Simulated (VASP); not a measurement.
# MnHg (P4/mmm) in VASP: notebook

Runs on MnHg. Level: PBE. Tasks: single point.

Everything below comes from runs of VASP 6.6.1. Logs are shortened: lines on timing, memory, paths and dates and some standing lists are left out, and cuts for length are marked.

**1. The cell of the first run**

It takes space group P4/mmm (No. 123, tetragonal). Conventional cell: a = 3.313 Å, b = 3.313 Å, c = 3.340 Å, α = 90.00°, β = 90.00°, γ = 90.00°. Mn (site symmetry 4/mmm) has 8 Hg at 2.88 Å and 6 Mn at 3.31 to 3.34 Å within 3.8 Å. Within 3.8 Å of Hg (site symmetry 4/mmm) lie 8 Mn at 2.88 Å and 6 Hg at 3.31 to 3.34 Å.

**2. Single point, PBE, collinear spin, ferromagnetic start**

INCAR reads:

```
SYSTEM = MnHg
PREC = Accurate
ENCUT = 520
EDIFF = 1E-6
ISMEAR = -1
SIGMA = 0.05
LREAL = .FALSE.
LASPH = .TRUE.
NELM = 150
ALGO = Normal
ISIF = 2
LWAVE = .FALSE.
LCHARG = .FALSE.
ISPIN = 2
MAGMOM = 4 0
LORBIT = 11
LMAXMIX = 4
GGA = PE
NBANDS = 24
```

KPOINTS reads:

```
Automatic mesh
0
G
  10 10 10
  0 0 0
```

POSCAR reads:

```
MnHg
1.0
    3.3127616939      0.0000000000      0.0000000000
    0.0000000000      3.3127616939      0.0000000000
    0.0000000000      0.0000000000      3.3403986616
Mn Hg
1 1
Direct
    0.5000000000      0.5000000000      0.5000000000
    0.0000000000      0.0000000000      0.0000000000
```

Potentials or basis: VASP PAW PBE potentials, release 64 (Mn_pv, Hg).

Run with:

```bash
cat potpaw_PBE.64/Mn_pv/POTCAR potpaw_PBE.64/Hg/POTCAR > POTCAR
mpirun -np 1 vasp_std > vasp.out
```

OUTCAR:

```text
SYSTEM = MnHg
   PREC = Accurate
   ENCUT = 520
   EDIFF = 1E-6
   ISMEAR = -1
   LREAL = .FALSE.
   LASPH = .TRUE.
   NELM = 150
   ISIF = 2
   ISPIN = 2
   LORBIT = 11
   GGA = PE

 ion  position               nearest neighbor table
   1  0.500  0.500  0.500-   2 2.88   2 2.88   2 2.88   2 2.88   2 2.88   2 2.88   2 2.88   2 2.88

   2  0.000  0.000  0.000-   1 2.88   1 2.88   1 2.88   1 2.88   1 2.88   1 2.88   1 2.88   1 2.88

  LATTYP: Found a simple tetragonal cell.
 ALAT       =     3.3127616939
 C/A-ratio  =     1.0083425765

  Lattice vectors:

 A1 = (   3.3127616939,   0.0000000000,   0.0000000000)
 A2 = (   0.0000000000,   3.3127616939,   0.0000000000)
 A3 = (   0.0000000000,   0.0000000000,   3.3403986616)

Analysis of symmetry for initial positions (statically):
=====================================================================
 Subroutine PRICEL returns:
 Original cell was already a primitive cell.

 Routine SETGRP: Setting up the symmetry group for a
 simple tetragonal supercell.

 Subroutine GETGRP returns: Found 16 space group operations
 (whereof 16 operations were pure point group operations)
 out of a pool of 16 trial point group operations.

The static configuration has the point symmetry D_4h.

Analysis of symmetry for dynamics (positions and initial velocities):
=====================================================================
 Subroutine PRICEL returns:
 Original cell was already a primitive cell.

 Routine SETGRP: Setting up the symmetry group for a
 simple tetragonal supercell.

 Subroutine GETGRP returns: Found 16 space group operations
 (whereof 16 operations were pure point group operations)
 out of a pool of 16 trial point group operations.

The dynamic configuration has the point symmetry D_4h.

Analysis of structural, dynamic, and magnetic symmetry:
=====================================================================
 Subroutine PRICEL returns:
 Original cell was already a primitive cell.

 Routine SETGRP: Setting up the symmetry group for a
 simple tetragonal supercell.

 Subroutine GETGRP returns: Found 16 space group operations
 (whereof 16 operations were pure point group operations)
 out of a pool of 16 trial point group operations.

The overall configuration has the point symmetry D_4h.

 Subroutine INISYM returns: Found 16 space group operations
 (whereof 16 operations are pure point group operations),
 and found     1 'primitive' translations

[... 115 lines left out ...]
  volume/ion in A,a.u.               =      18.33       123.69
  Fermi-wavevector in a.u.,A,eV,Ry     =   1.440993  2.723082 28.251973  2.076461
  Thomas-Fermi vector in A             =   2.559675
   LORBIT       =     11    0 simple, 1 ext, 2 COOP (PROOUT), +10 PAW based schemes
   GGA     = PE    functional components
   LHFCALC =     F    Hartree Fock is set to
   AEXX    =    0.0000 exact exchange contribution
   IVDW    =     0    specifies the selected vdW correction
   LEPSILON=     F    determine dielectric tensor
   LRPA    =     F    only Hartree local field effects (RPA)
 spin polarized calculation
  energy-cutoff  :      520.00
  volume of cell :       36.66
 maximum number of plane-waves:      1008
 NGX is ok and might be reduce to    28
   NGX = 13   NGY = 13   NGZ = 13

 number of electron      25.0000008 magnetization       3.9275350

 Free energy of the ion-electron system (eV)
  ---------------------------------------------------
  ext. energy  EPLUGINS =         0.00000000
  ---------------------------------------------------
  free energy    TOTEN  =        -8.49823287 eV

  energy without entropy =       -8.48315363  energy(sigma->0) =       -8.49069325

 E-fermi :   5.4913     XC(G=0): -11.6492

 val. band max:        5.4894475443   @ k =   0.4000   0.2000   0.2000
 cond. band min:       5.4953026638   @ k =   0.4000   0.0000   0.0000
 fundamental gap:      0.0058551194
 Fermi energy:         5.4913350961

 spin component 1

 k-point     1 :       0.0000    0.0000    0.0000
  band No.  band energies     occupation
      1     -44.7160      1.00000
      2     -44.7125      1.00000
      3     -44.7125      1.00000
      4      -4.1346      1.00000
      5      -2.7663      1.00000
      6      -2.7539      1.00000
[... 637 lines left out ...]
     23      21.9188      0.00000
     24      23.7185      0.00000

 [... further k-points ...]

 spin component 2

 k-point     1 :       0.0000    0.0000    0.0000
  band No.  band energies     occupation
      1     -40.6553      1.00000
      2     -40.6522      1.00000
      3     -40.6522      1.00000
      4      -3.9173      1.00000
      5      -2.7496      1.00000
      6      -2.7351      1.00000
[... 637 lines left out ...]
     23      22.3716      0.00000
     24      24.1795      0.00000

 [... further k-points ...]

------------------------ aborting loop because EDIFF is reached ----------------------------------------

  FORCE on cell =-STRESS in cart. coord.  units (eV):
  Direction    XX          YY          ZZ          XY          YZ          ZX
  --------------------------------------------------------------------------------------
  -------------------------------------------------------------------------------------
  Total        0.1009774      0.1009774      0.0984306      0.0000000      0.0000000      0.0000000
  in kB        4.4132267      4.4132267      4.3019181      0.0000000      0.0000000      0.0000000
  external PRESSURE =       4.3761238 kB  Pullay stress =       0.0000000 kB

 VOLUME and BASIS-vectors are now :
 -----------------------------------------------------------------------------
  energy-cutoff  :      520.00
  volume of cell :       36.66
      direct lattice vectors                 reciprocal lattice vectors
     3.312761694  0.000000000  0.000000000     0.301862945  0.000000000  0.000000000
     0.000000000  3.312761694  0.000000000     0.000000000  0.301862945  0.000000000
     0.000000000  0.000000000  3.340398662     0.000000000  0.000000000  0.299365465

 POSITION                                       TOTAL-FORCE (eV/Angst)
 -----------------------------------------------------------------------------------
      1.65638      1.65638      1.67020         0.000000      0.000000      0.000000
      0.00000      0.00000      0.00000         0.000000      0.000000      0.000000
 -----------------------------------------------------------------------------------
    total drift:                                0.000000      0.000000      0.000000

  FREE ENERGIE OF THE ION-ELECTRON SYSTEM (eV)
  ---------------------------------------------------
  free  energy   TOTEN  =        -8.4982328703 eV

  energy  without entropy=       -8.4831536333  energy(sigma->0) =       -8.49069325

 total charge

# of ion       s       p       d       tot
------------------------------------------
    1        0.250   6.171   4.974  11.396
    2        0.816   0.512   9.256  10.585
--------------------------------------------------
tot          1.067   6.684  14.230  21.980

 magnetization (x)

# of ion       s       p       d       tot
------------------------------------------
    1        0.028   0.016   3.793   3.837
    2       -0.042  -0.059   0.047  -0.054
--------------------------------------------------
tot         -0.014  -0.043   3.840   3.784
```

stdout:

```text
POSCAR found type information on POSCAR MnHg
 POSCAR found :  2 types and       2 ions
 scaLAPACK will be used
 LDA part: xc-table for (Slater+PW92), standard interpolation
 POSCAR, INCAR and KPOINTS ok, starting setup
 FFT: planning ... GRIDC
 FFT: planning ... GRID_SOFT
 FFT: planning ... GRID
 WAVECAR not read
 entering main loop
```

Wall time 3 min (1 thread of Intel Xeon Platinum 8488C (Sapphire Rapids), shared host); peak memory 0.3 GiB.

What came out:

```
Free energy                                           : -8.4982 eV
Pressure                                              : 0.4 GPa
Net moment                                            : 3.93 μB per cell
Site moments                                          : Mn +3.84; Hg -0.05 μB
Valence electrons inside the program's atomic spheres : Mn 11.40; Hg 10.59
```

Levels at points of the mesh, in eV from the Fermi level:
Spin up:
```
           k point  band 13  band 14  band 15  band 16  band 17  band 18
(0.00, 0.00, 0.00)    -2.11    -2.11     4.69     4.92     4.92     8.46
(0.50, 0.00, 0.00)    -2.79    -2.32    -1.61     9.85    10.07    10.43
(0.50, 0.50, 0.00)    -2.06    -1.64    -1.64     0.59     2.86    11.63
(0.00, 0.00, 0.50)    -2.79    -2.31    -1.67    10.00    10.00    10.54
(0.50, 0.00, 0.50)    -2.08    -1.70    -1.68     0.55     2.78    11.77
(0.50, 0.50, 0.50)    -2.04     0.39     4.05     4.05     4.11     4.42
```
Spin down:
| k point | band 7 | band 8 | band 9 | band 10 | band 11 | band 12 | band 13 | band 14 | band 15 | band 16 |
| --- | --- | --- | --- | --- | --- | --- | --- | --- | --- | --- |
| (0.00, 0.00, 0.00) | -7.08 | -7.08 | -7.06 | 0.30 | 0.32 | 1.44 | 1.44 | 1.46 | 5.05 | 5.29 |
| (0.50, 0.00, 0.00) | -7.42 | -6.98 | -4.98 | -4.43 | -0.03 | 0.38 | 0.43 | 1.26 | 2.02 | 10.42 |
| (0.50, 0.50, 0.00) | -7.51 | -6.51 | -3.47 | -1.40 | -1.40 | 0.50 | 1.27 | 1.27 | 1.86 | 3.15 |
| (0.00, 0.00, 0.50) | -7.42 | -6.97 | -5.07 | -4.47 | -0.05 | 0.42 | 0.42 | 1.28 | 1.97 | 10.55 |
| (0.50, 0.00, 0.50) | -7.48 | -6.54 | -3.54 | -1.45 | -1.44 | 0.45 | 1.28 | 1.28 | 1.85 | 3.13 |
| (0.50, 0.50, 0.50) | -6.51 | -6.49 | -1.58 | -1.57 | -1.57 | 0.26 | 1.88 | 1.90 | 5.49 | 5.49 |

Caveat: spin-orbit coupling is left out, which moves the levels of the heavy elements.

**3. Single point, PBE, collinear spin, ferromagnetic start**

INCAR reads:

```
ALGO = Normal
EDIFF = 1E-7
ENCUT = 520
GGA = PE
ISIF = 2
ISMEAR = -1
ISPIN = 2
LASPH = True
LCHARG = False
LMAXMIX = 4
LORBIT = 11
LREAL = False
LWAVE = False
MAGMOM = 4 0
NBANDS = 24
NELM = 150
PREC = Accurate
SIGMA = 0.05
```

KPOINTS reads:

```
k-points
0
Gamma
  10 10 10
```

POSCAR reads:

```
MnHg
1.0
    3.3128802644      0.0000000000      0.0000000000
    0.0000000000      3.3128802644      0.0000000000
    0.0000000000      0.0000000000      3.3406105767
Mn Hg
1 1
Direct
    0.5000000000      0.5000000000      0.5000000000
    0.0000000000      0.0000000000      0.0000000000
```

Potentials or basis: VASP PAW PBE potentials, release 64 (Mn_pv, Hg).

Run with:

```bash
cat potpaw_PBE.64/Mn_pv/POTCAR potpaw_PBE.64/Hg/POTCAR > POTCAR
mpirun -np 1 vasp_std > vasp.out
```

OUTCAR:

```text
EDIFF = 1E-7
   ENCUT = 520
   GGA = PE
   ISIF = 2
   ISMEAR = -1
   ISPIN = 2
   LASPH = True
   LORBIT = 11
   LREAL = False
   NELM = 150
   PREC = Accurate

 ion  position               nearest neighbor table
   1  0.500  0.500  0.500-   2 2.88   2 2.88   2 2.88   2 2.88   2 2.88   2 2.88   2 2.88   2 2.88

   2  0.000  0.000  0.000-   1 2.88   1 2.88   1 2.88   1 2.88   1 2.88   1 2.88   1 2.88   1 2.88

  LATTYP: Found a simple tetragonal cell.
 ALAT       =     3.3128802644
 C/A-ratio  =     1.0083704541

  Lattice vectors:

 A1 = (   3.3128802644,   0.0000000000,   0.0000000000)
 A2 = (   0.0000000000,   3.3128802644,   0.0000000000)
 A3 = (   0.0000000000,   0.0000000000,   3.3406105767)

Analysis of symmetry for initial positions (statically):
=====================================================================
 Subroutine PRICEL returns:
 Original cell was already a primitive cell.

 Routine SETGRP: Setting up the symmetry group for a
 simple tetragonal supercell.

 Subroutine GETGRP returns: Found 16 space group operations
 (whereof 16 operations were pure point group operations)
 out of a pool of 16 trial point group operations.

The static configuration has the point symmetry D_4h.

Analysis of symmetry for dynamics (positions and initial velocities):
=====================================================================
 Subroutine PRICEL returns:
 Original cell was already a primitive cell.

 Routine SETGRP: Setting up the symmetry group for a
 simple tetragonal supercell.

 Subroutine GETGRP returns: Found 16 space group operations
 (whereof 16 operations were pure point group operations)
 out of a pool of 16 trial point group operations.

The dynamic configuration has the point symmetry D_4h.

Analysis of structural, dynamic, and magnetic symmetry:
=====================================================================
[... 151 lines left out ...]
  ---------------------------------------------------
  ext. energy  EPLUGINS =         0.00000000
  ---------------------------------------------------
  free energy    TOTEN  =        -8.49824777 eV

  energy without entropy =       -8.48318345  energy(sigma->0) =       -8.49071561

 E-fermi :   5.4902     XC(G=0): -11.6485

 val. band max:        5.4883631070   @ k =   0.4000   0.2000   0.2000
 cond. band min:       5.4945388710   @ k =   0.4000   0.0000   0.0000
 fundamental gap:      0.0061757639
 Fermi energy:         5.4902349103

 spin component 1

 k-point     1 :       0.0000    0.0000    0.0000
  band No.  band energies     occupation
      1     -44.7179      1.00000
      2     -44.7144      1.00000
      3     -44.7144      1.00000
      4      -4.1348      1.00000
      5      -2.7669      1.00000
      6      -2.7544      1.00000
[... 637 lines left out ...]
     23      21.9165      0.00000
     24      23.7153      0.00000

 [... further k-points ...]

 spin component 2

 k-point     1 :       0.0000    0.0000    0.0000
  band No.  band energies     occupation
      1     -40.6566      1.00000
      2     -40.6534      1.00000
      3     -40.6534      1.00000
      4      -3.9175      1.00000
      5      -2.7501      1.00000
      6      -2.7356      1.00000
[... 637 lines left out ...]
     23      22.3694      0.00000
     24      24.1766      0.00000

 [... further k-points ...]

------------------------ aborting loop because EDIFF is reached ----------------------------------------

  FORCE on cell =-STRESS in cart. coord.  units (eV):
  Direction    XX          YY          ZZ          XY          YZ          ZX
  --------------------------------------------------------------------------------------
  -------------------------------------------------------------------------------------
  Total        0.1024527      0.1024527      0.0998023      0.0000000      0.0000000      0.0000000
  in kB        4.4771001      4.4771001      4.3612770      0.0000000      0.0000000      0.0000000
  external PRESSURE =       4.4384924 kB  Pullay stress =       0.0000000 kB

 VOLUME and BASIS-vectors are now :
 -----------------------------------------------------------------------------
  energy-cutoff  :      520.00
  volume of cell :       36.66
      direct lattice vectors                 reciprocal lattice vectors
     3.312880264  0.000000000  0.000000000     0.301852141  0.000000000  0.000000000
     0.000000000  3.312880264  0.000000000     0.000000000  0.301852141  0.000000000
     0.000000000  0.000000000  3.340610577     0.000000000  0.000000000  0.299346475

 POSITION                                       TOTAL-FORCE (eV/Angst)
 -----------------------------------------------------------------------------------
      1.65644      1.65644      1.67031         0.000000      0.000000      0.000000
      0.00000      0.00000      0.00000         0.000000      0.000000      0.000000
 -----------------------------------------------------------------------------------
    total drift:                                0.000000      0.000000      0.000000

  FREE ENERGIE OF THE ION-ELECTRON SYSTEM (eV)
  ---------------------------------------------------
  free  energy   TOTEN  =        -8.4982477728 eV

  energy  without entropy=       -8.4831834463  energy(sigma->0) =       -8.49071561

 total charge

# of ion       s       p       d       tot
------------------------------------------
    1        0.250   6.171   4.974  11.396
    2        0.816   0.512   9.256  10.584
--------------------------------------------------
tot          1.067   6.684  14.230  21.980

 magnetization (x)

# of ion       s       p       d       tot
------------------------------------------
    1        0.028   0.016   3.793   3.838
    2       -0.042  -0.059   0.047  -0.054
--------------------------------------------------
tot         -0.013  -0.043   3.840   3.784
```

OSZICAR:

```text
N       E                     dE             d eps       ncg     rms          rms(c)
DAV:   1     0.234422662457E+03    0.23442E+03   -0.13712E+04 12168   0.117E+03
DAV:   2    -0.135839991228E+01   -0.23578E+03   -0.22415E+03 12544   0.342E+02
DAV:   3    -0.891833248031E+01   -0.75599E+01   -0.75361E+01 14320   0.689E+01
DAV:   4    -0.897395507390E+01   -0.55623E-01   -0.55619E-01 13600   0.553E+00
DAV:   5    -0.897479776111E+01   -0.84269E-03   -0.84266E-03 14800   0.621E-01    0.980E+00
DAV:   6    -0.869147974372E+01    0.28332E+00   -0.69400E+00 13664   0.193E+01    0.753E+00
DAV:   7    -0.851197898953E+01    0.17950E+00   -0.19703E+00 13824   0.120E+01    0.483E+00
DAV:   8    -0.850100251278E+01    0.10976E-01   -0.54480E-02 13080   0.167E+00    0.262E+00
DAV:   9    -0.849821315166E+01    0.27894E-02   -0.17702E-02 14240   0.904E-01    0.910E-01
DAV:  10    -0.849819161965E+01    0.21532E-04   -0.25750E-03 13432   0.445E-01    0.871E-02
DAV:  11    -0.849823207913E+01   -0.40459E-04   -0.11928E-04 13936   0.104E-01    0.299E-02
DAV:  12    -0.849824261161E+01   -0.10532E-04   -0.15271E-05 14328   0.296E-02    0.190E-02
DAV:  13    -0.849824791039E+01   -0.52988E-05   -0.57171E-06 13720   0.165E-02    0.949E-03
DAV:  14    -0.849824777212E+01    0.13827E-06   -0.47794E-07 12384   0.591E-03    0.385E-03
DAV:  15    -0.849824777280E+01   -0.68212E-09   -0.12293E-07  9608   0.230E-03
   1 F= -.84982478E+01 E0= -.84907156E+01  d E =-.150643E-01  mag=     3.9283
```

Run time: 3.1 min. Hardware: 1 thread of Intel Xeon Platinum 8488C (Sapphire Rapids), shared host; peak memory 0.3 GiB.

What came out:

- Free energy: -8.4982 eV
- Pressure: 0.4 GPa
- Net moment: 3.93 μB per cell
- Site moments: Mn +3.84; Hg -0.05 μB
- Valence electrons inside the program's atomic spheres: Mn 11.40; Hg 10.58

Caveat: spin-orbit coupling is left out, which moves the levels of the heavy elements.
